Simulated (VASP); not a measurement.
# ScAl (Cmcm) in VASP: further runs

ScAl is run at these levels: PBEsol, r2SCAN; tasks: single point.

Program: VASP 6.6.1. These are calculated values, not measurements. Logs are shortened: lines on timing, memory, paths and dates and some standing lists are left out, and cuts for length are marked.

## (1) The cell of the first run

Symmetry: Cmcm, No. 63, orthorhombic system. Conventional cell: a = 4.327 Å, b = 10.500 Å, c = 3.771 Å, α = 90.00°, β = 90.00°, γ = 90.00°. Sc (site symmetry m2m) has 7 Al at 2.92 to 3.16 Å and 8 Sc at 3.41 to 3.77 Å within 3.8 Å. Al (site symmetry m2m) has 2 Al at 2.59 Å and 7 Sc at 2.92 to 3.16 Å within 3.4 Å.

## (2) Single point, PBEsol

File INCAR:

```
SYSTEM = ScAl
ALGO = Fast
EDIFF = 1E-6
ENCUT = 520
GGA = PS
ISIF = 2
ISMEAR = 0
LASPH = .TRUE.
LCHARG = .FALSE.
LREAL = .FALSE.
LWAVE = .FALSE.
NBANDS = 22
NELM = 80
PREC = Accurate
SIGMA = 0.05
```

File KPOINTS:

```
k-points
0
G
  10 8 8
  0 0 0
```

File POSCAR:

```
ScAl
1.0
    0.0000000000      0.0000000000      3.7712920000
   -4.3267980000      0.0000000000      0.0000000000
    2.1633990000     -5.2502190000      0.0000000000
Sc Al
2 2
Direct
    0.2500000000      0.8646810000      0.7293620000
    0.7500000000      0.1353190000      0.2706380000
    0.2500000000      0.5845050000      0.1690100000
    0.7500000000      0.4154950000      0.8309900000
```

Potentials or basis: VASP PAW PBE potentials, release 64 (Sc_sv, Al).

On the command line:

```console
$ cat potpaw_PBE.64/Sc_sv/POTCAR potpaw_PBE.64/Al/POTCAR > POTCAR
$ mpirun -np 1 vasp_std > vasp.out
```

OUTCAR:

```text
SYSTEM = ScAl
   EDIFF = 1E-6
   ENCUT = 520
   GGA = PS
   ISIF = 2
   ISMEAR = 0
   LASPH = .TRUE.
   LREAL = .FALSE.
   NELM = 80
   PREC = Accurate

 ion  position               nearest neighbor table
   1  0.250  0.865  0.729-   4 2.92   4 2.92   4 2.92   4 2.92   3 2.94   3 3.16   3 3.16   2 3.41
                             2 3.41
   2  0.750  0.135  0.271-   3 2.92   3 2.92   3 2.92   3 2.92   4 2.94   4 3.16   4 3.16   1 3.41
                             1 3.41
   3  0.250  0.585  0.169-   4 2.59   4 2.59   2 2.92   2 2.92   2 2.92   2 2.92   1 2.94   1 3.16
                             1 3.16
   4  0.750  0.415  0.831-   3 2.59   3 2.59   1 2.92   1 2.92   1 2.92   1 2.92   2 2.94   2 3.16
                             2 3.16

  LATTYP: Found a base centered orthorhombic cell.
 ALAT       =     4.3267980000
 B/A-ratio  =     2.4268380451
 C/A-ratio  =     0.8716126799

  Lattice vectors:

 A1 = (  -2.1633990000,   5.2502190000,   0.0000000000)
 A2 = (  -2.1633990000,  -5.2502190000,   0.0000000000)
 A3 = (   0.0000000000,   0.0000000000,   3.7712920000)

Analysis of symmetry for initial positions (statically):
=====================================================================
 Subroutine PRICEL returns:
 Original cell was already a primitive cell.

 Routine SETGRP: Setting up the symmetry group for a
 base centered orthorhombic supercell.

 Subroutine GETGRP returns: Found  8 space group operations
 (whereof  4 operations were pure point group operations)
 out of a pool of  8 trial point group operations.

The static configuration has the point symmetry C_2h.
 The point group associated with its full space group is D_2h.

Analysis of symmetry for dynamics (positions and initial velocities):
=====================================================================
 Subroutine PRICEL returns:
 Original cell was already a primitive cell.

 Routine SETGRP: Setting up the symmetry group for a
 base centered orthorhombic supercell.

 Subroutine GETGRP returns: Found  8 space group operations
 (whereof  4 operations were pure point group operations)
 out of a pool of  8 trial point group operations.

The dynamic configuration has the point symmetry C_2h.
 The point group associated with its full space group is D_2h.

 Subroutine INISYM returns: Found  8 space group operations
 (whereof  4 operations are pure point group operations),
 and found     1 'primitive' translations

----------------------------------------------------------------------------------------

                                     Primitive cell

  volume of cell :      85.6711

  direct lattice vectors                    reciprocal lattice vectors
     0.000000000  0.000000000  3.771292000     0.000000000  0.000000000  0.265161117
    -4.326798000  0.000000000  0.000000000    -0.231117792 -0.095234123  0.000000000
     2.163399000 -5.250219000  0.000000000     0.000000000 -0.190468245  0.000000000

  length of vectors
     3.771292000  4.326798000  5.678476449     0.265161117  0.249969942  0.190468245

  position of ions in fractional coordinates (direct lattice)
     0.250000000  0.864681000  0.729362000
     0.750000000  0.135319000  0.270638000
     0.250000000  0.584505000  0.169010000
     0.750000000  0.415495000  0.830990000

  ion indices of the primitive-cell ions
   primitive index   ion index
                 1           1
                 2           2
                 3           3
                 4           4

----------------------------------------------------------------------------------------

 KPOINTS: k-points

Automatic generation of k-mesh.
 Grid dimensions read from file:
 generate k-points for:   10    8    8

 Generating k-lattice:

  Cartesian coordinates                     Fractional coordinates (reciprocal lattice)
     0.000000000  0.000000000  0.026516112     0.100000000  0.000000000  0.000000000
    -0.028889724 -0.011904265  0.000000000     0.000000000  0.125000000  0.000000000
     0.000000000 -0.023808531  0.000000000     0.000000000  0.000000000  0.125000000

  Length of vectors
     0.026516112  0.031246243  0.023808531

  Shift w.r.t. Gamma in fractional coordinates (k-lattice)
     0.000000000  0.000000000  0.000000000

 Subroutine IBZKPT returns following result:
 ===========================================

 Found    126 irreducible k-points:

 Following reciprocal coordinates:
            Coordinates               Weight
  0.000000  0.000000  0.000000      1.000000
  0.100000  0.000000  0.000000      2.000000
  0.200000  0.000000  0.000000      2.000000
  0.300000  0.000000  0.000000      2.000000
  0.400000  0.000000  0.000000      2.000000
  0.500000  0.000000  0.000000      1.000000
[... 16 lines left out ...]
  0.400000  0.375000 -0.000000      8.000000
  0.500000  0.375000 -0.000000      4.000000
 [... further k-points ...]
   k-points           NKPTS =    126   k-points in BZ     NKDIM =    126   number of bands    NBANDS=     22
   number of dos      NEDOS =    301   number of ions     NIONS =      4
   total plane-waves  NPLWV =  37632
   dimension x,y,z NGX =    28 NGY =   32 NGZ =   42
   dimension x,y,z NGXF=    56 NGYF=   64 NGZF=   84
   ions per type =               2   2
   NGX,Y,Z   is equivalent  to a cutoff of  12.34, 12.30, 12.30 a.u.
   NGXF,Y,Z  is equivalent  to a cutoff of  24.69, 24.59, 24.59 a.u.
 SYSTEM =  ScAl
   PREC   = accura    normal or accurate (medium, high low for compatibility)
   ISTART =      0    job   : 0-new  1-cont  2-samecut
   ICHARG =      2    charge: 1-file 2-atom 10-const
   ISPIN  =      1    spin polarized calculation?
   LNONCOLLINEAR =      F non collinear calculations
   LSORBIT =      F    spin-orbit coupling
   LASPH  =      T    aspherical Exc in radial PAW
   ENCUT  =  520.0 eV  38.22 Ry    6.18 a.u.   7.01  8.04 10.56*2*pi/ulx,y,z
   NELM   =     80;   NELMIN=  2; NELMDL= -5     # of ELM steps
   EDIFF  = 0.1E-05   stopping-criterion for ELM
   LREAL  =      F    real-space projection
   EDIFFG = 0.1E-04   stopping-criterion for IOM
   NSW    =      0    number of steps for IOM
   IBRION =     -1    ionic relax: 0-MD 1-quasi-New 2-CG
   NFREE  =      0    steps in history (QN), initial steepest desc. (CG)
   ISIF   =      2    stress and relaxation
   ISYM   =      2    0-nonsym 1-usesym 2-fastsym
   POTIM  = 0.5000    time-step for ionic-motion
   TEBEG  =    0.0;   TEEND  =   0.0 temperature during run
   PSTRESS=    0.0 pullay stress
   NELECT =      28.0000    total number of electrons
   NUPDOWN=      -1.0000    fix difference up-down
   EMIN   =  10.00;   EMAX   =-10.00  energy-range for DOS
   EFERMI =   0.00;   METHOD = LEGACY
   ISMEAR =     0;   SIGMA  =   0.05  broadening in eV -4-tet -1-fermi 0-gaus
   EFERMI_NEDOS =   21; number of points for ismear=-14 and -15
   IALGO  =     68    algorithm
   IMIX   =      4    mixing-type and parameters
     AMIX     =   0.40;   BMIX     =  1.00
     AMIX_MAG =   1.60;   BMIX_MAG =  1.00
  volume/ion in A,a.u.               =      21.42       144.53
  Fermi-wavevector in a.u.,A,eV,Ry     =   1.127672  2.130991 17.301767  1.271644
  Thomas-Fermi vector in A             =   2.264359
   LORBIT       =      0    0 simple, 1 ext, 2 COOP (PROOUT), +10 PAW based schemes
   GGA     = PS    functional components
   LHFCALC =     F    Hartree Fock is set to
   AEXX    =    0.0000 exact exchange contribution
   IVDW    =     0    specifies the selected vdW correction
   LEPSILON=     F    determine dielectric tensor
   LRPA    =     F    only Hartree local field effects (RPA)
 non-spin polarized calculation
 RMM-DIIS sequential band-by-band and
 Gauss-broadening in eV      SIGMA  =   0.05
  energy-cutoff  :      520.00
  volume of cell :       85.67
 maximum number of plane-waves:      2330
   NGX = 15   NGY = 17   NGZ = 21

 number of electron      28.0000005 magnetization

 Free energy of the ion-electron system (eV)
  ---------------------------------------------------
  ext. energy  EPLUGINS =         0.00000000
  ---------------------------------------------------
  free energy    TOTEN  =       -22.65036147 eV

  energy without entropy =      -22.64552656  energy(sigma->0) =      -22.64794402

 E-fermi :   4.5230     XC(G=0):  -9.9092

 val. band max:        4.5215571579   @ k =   0.3000   0.3750   0.2500
 cond. band min:       4.5307447853   @ k =   0.5000   0.5000   0.1250
 fundamental gap:      0.0091876275
 Fermi energy:         4.5230348917

 k-point     1 :       0.0000    0.0000    0.0000
  band No.  band energies     occupation
      1     -44.7268      2.00000
      2     -44.7085      2.00000
      3     -23.5018      2.00000
      4     -23.4500      2.00000
      5     -23.4373      2.00000
      6     -23.4148      2.00000
[... 14 lines left out ...]
     21       7.8176      0.00000
     22       8.5224      0.00000

 k-point     2 :       0.1000    0.0000    0.0000
  band No.  band energies     occupation
      1     -44.7261      2.00000
      2     -44.7086      2.00000
      3     -23.4984      2.00000
      4     -23.4492      2.00000
      5     -23.4372      2.00000
      6     -23.4189      2.00000
[... 14 lines left out ...]
     21       7.7760      0.00000
     22       8.5794      0.00000

 k-point     3 :       0.2000    0.0000    0.0000
  band No.  band energies     occupation
      1     -44.7240      2.00000
      2     -44.7091      2.00000
      3     -23.4889      2.00000
      4     -23.4470      2.00000
      5     -23.4367      2.00000
      6     -23.4294      2.00000
[... 14 lines left out ...]
     21       8.8882      0.00000
     22       9.0478      0.00000
[... 476 lines left out ...]
 k-point    23 :       0.4000    0.3750   -0.0000
  band No.  band energies     occupation
      1     -44.7165      2.00000
      2     -44.7125      2.00000
      3     -23.4753      2.00000
      4     -23.4702      2.00000
      5     -23.4512      2.00000
      6     -23.4403      2.00000
[... 14 lines left out ...]
     21       8.1614      0.00000
     22       8.7734      0.00000

 k-point    24 :       0.5000    0.3750   -0.0000
  band No.  band energies     occupation
      1     -44.7142      2.00000
      2     -44.7142      2.00000
      3     -23.4745      2.00000
      4     -23.4745      2.00000
      5     -23.4454      2.00000
      6     -23.4454      2.00000
[... 14 lines left out ...]
     21       8.1130      0.00000
     22       8.2364      0.00000

 [... further k-points ...]

------------------------ aborting loop because EDIFF is reached ----------------------------------------

  FORCE on cell =-STRESS in cart. coord.  units (eV):
  Direction    XX          YY          ZZ          XY          YZ          ZX
  --------------------------------------------------------------------------------------
  -------------------------------------------------------------------------------------
  Total       -1.3941864     -0.9301206     -0.8553516      0.0000000      0.0000000      0.0000000
  in kB      -26.0733728    -17.3946486    -15.9963562      0.0000000      0.0000000      0.0000000
  external PRESSURE =     -19.8214592 kB  Pullay stress =       0.0000000 kB

 VOLUME and BASIS-vectors are now :
 -----------------------------------------------------------------------------
  energy-cutoff  :      520.00
  volume of cell :       85.67
      direct lattice vectors                 reciprocal lattice vectors
     0.000000000  0.000000000  3.771292000     0.000000000  0.000000000  0.265161117
    -4.326798000  0.000000000  0.000000000    -0.231117792 -0.095234123  0.000000000
     2.163399000 -5.250219000  0.000000000     0.000000000 -0.190468245  0.000000000

 POSITION                                       TOTAL-FORCE (eV/Angst)
 -----------------------------------------------------------------------------------
     -2.16340     -3.82931      0.94282         0.000000     -0.001681      0.000000
     -0.00000     -1.42091      2.82847         0.000000      0.001681      0.000000
     -2.16340     -0.88734      0.94282         0.000000     -0.068577      0.000000
      0.00000     -4.36288      2.82847         0.000000      0.068577      0.000000
 -----------------------------------------------------------------------------------
    total drift:                               -0.000000     -0.000000     -0.000000

  FREE ENERGIE OF THE ION-ELECTRON SYSTEM (eV)
  ---------------------------------------------------
  free  energy   TOTEN  =       -22.6503614718 eV

  energy  without entropy=      -22.6455265642  energy(sigma->0) =      -22.64794402
```

It took 6.9 min on 1 thread of Intel Xeon 8259CL, shared host; peak memory 0.34 GiB.

Results:

| Item | Value |
| --- | --- |
| Free energy | -22.6504 eV |
| Pressure | -2.0 GPa |
| Largest force | 0.069 eV/Å |
| Band gap on the k mesh | zero (bands 14 and 15 overlap by 1.09 eV) |

Forces in eV/Å, atoms in the order of the input:
```
Sc   0.000 -0.002  0.000
Sc   0.000  0.002  0.000
Al   0.000 -0.069  0.000
Al   0.000  0.069  0.000
```

Levels at points of the mesh, in eV from the Fermi level:
| k point | band 12 | band 13 | band 14 | band 15 | band 16 | band 17 |
| --- | --- | --- | --- | --- | --- | --- |
| (0.00, 0.00, 0.00) | -0.72 | -0.30 | 0.34 | 0.87 | 1.03 | 1.96 |
| (0.50, 0.00, 0.00) | -1.09 | -0.59 | -0.59 | -0.37 | -0.37 | 2.56 |
| (0.00, 0.50, 0.00) | -2.09 | -0.37 | 0.08 | 1.09 | 1.19 | 1.87 |
| (0.50, 0.50, 0.00) | -1.74 | -0.95 | -0.95 | -0.12 | -0.12 | 2.14 |
| (0.00, 0.00, 0.50) | -0.53 | 0.03 | 0.38 | 0.65 | 1.24 | 1.52 |
| (0.50, 0.00, 0.50) | -2.66 | -0.24 | -0.24 | 0.46 | 0.46 | 1.59 |

Caveat: the PAW data sets were made with another functional, which shifts forces and pressure a little.

## (3) Single point, r2SCAN

POSCAR is that of step 2.

File INCAR.step1:

```
ALGO = Normal
EDIFF = 1E-4
ENCUT = 520
GGA = PE
ISMEAR = 0
LASPH = True
LCHARG = False
LREAL = False
LWAVE = True
NBANDS = 22
NELM = 60
PREC = Accurate
SIGMA = 0.05
```

File INCAR.step2:

```
ALGO = Normal
EDIFF = 1E-7
ENCUT = 520
ISIF = 2
ISMEAR = 0
ISTART = 1
LASPH = True
LCHARG = False
LMIXTAU = True
LREAL = False
LWAVE = False
METAGGA = R2SCAN
NBANDS = 22
NELM = 60
PREC = Accurate
SIGMA = 0.05
```

File KPOINTS:

```
k-points
0
Gamma
  10 8 8
```

Potentials or basis: VASP PAW PBE potentials, release 64 (Sc_sv, Al).

On the command line:

```console
$ cat potpaw_PBE.64/Sc_sv/POTCAR potpaw_PBE.64/Al/POTCAR > POTCAR
$ cp INCAR.step1 INCAR
$ mpirun -np 1 vasp_std > vasp.out
$ cp INCAR.step2 INCAR
$ mpirun -np 1 vasp_std > vasp.out
```

It took 18 min on 1 thread of Intel Xeon 8259CL, shared host; peak memory 0.35 GiB.

Results (log left out):

- Free energy: -37.6829 eV
- Pressure: -0.4 GPa
- Largest force: 0.050 eV/Å
- Band gap on the k mesh: zero (bands 14 and 15 overlap by 1.21 eV)

Forces in eV/Å, atoms in the order of the input:
```
Sc   0.000  0.006  0.000
Sc   0.000 -0.006  0.000
Al   0.000  0.050  0.000
Al   0.000 -0.050  0.000
```

Stress tensor (GPa, compression positive):
```
-0.87  0.00  0.00
 0.00 -0.28  0.00
 0.00  0.00 -0.11
```

Levels at points of the mesh, in eV from the Fermi level:
| k point | band 12 | band 13 | band 14 | band 15 | band 16 | band 17 |
| --- | --- | --- | --- | --- | --- | --- |
| (0.00, 0.00, 0.00) | -0.85 | -0.30 | 0.39 | 0.96 | 1.12 | 2.11 |
| (0.50, 0.00, 0.00) | -1.22 | -0.65 | -0.65 | -0.40 | -0.40 | 2.75 |
| (0.00, 0.50, 0.00) | -2.27 | -0.44 | 0.08 | 1.23 | 1.28 | 2.03 |
| (0.50, 0.50, 0.00) | -1.97 | -1.12 | -1.12 | -0.11 | -0.11 | 2.36 |
| (0.00, 0.00, 0.50) | -0.67 | 0.00 | 0.41 | 0.70 | 1.33 | 1.65 |
| (0.50, 0.00, 0.50) | -2.91 | -0.29 | -0.29 | 0.52 | 0.52 | 1.75 |

Caveat: the PAW data sets were made with another functional, which shifts forces and pressure a little.
